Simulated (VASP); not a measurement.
The system is Na.

```
CELL_PARAMETERS angstrom
-2.09856 2.09856 2.09856
2.09856 -2.09856 2.09856
2.09856 2.09856 -2.09856
ATOMIC_POSITIONS crystal
Na 0.00000 0.00000 0.00000
```

Base run:

| Property | Result |
| --- | --- |
| Program | VASP 6.6.1 |
| Functional | PBE |
| Potentials or basis | VASP PAW PBE potentials, release 64 (Na_pv) |
| Cutoff | 520 eV |
| k mesh | 7 × 7 × 7 |
| Occupations | fermi-dirac, width 0.1 eV |
| Spin | no spin polarisation |

Its results: band gap on the k mesh zero (an odd number of electrons rules out a gap without spin polarisation); pressure 0.0 GPa.

Q: After a change of settings the same cell gave: band gap on the k mesh zero (an odd number of electrons rules out a gap without spin polarisation); pressure 2.0 GPa. Which change was it?
A. k mesh from 7 × 7 × 7 to 2 × 2 × 2
B. k mesh from 7 × 7 × 7 to 11 × 11 × 11; further incar settings from ALGO = Normal; EDIFF = 1e-07; NBANDS = 10 to ALGO = Normal; EDIFF = 1e-06; NBANDS = 10
C. k mesh from 7 × 7 × 7 to 5 × 5 × 5
D. k mesh from 7 × 7 × 7 to 11 × 11 × 11; occupations from fermi-dirac, width 0.1 eV to fermi-dirac, width 0.2 eV

A: A.

Caveats: some runs use coarse meshes.
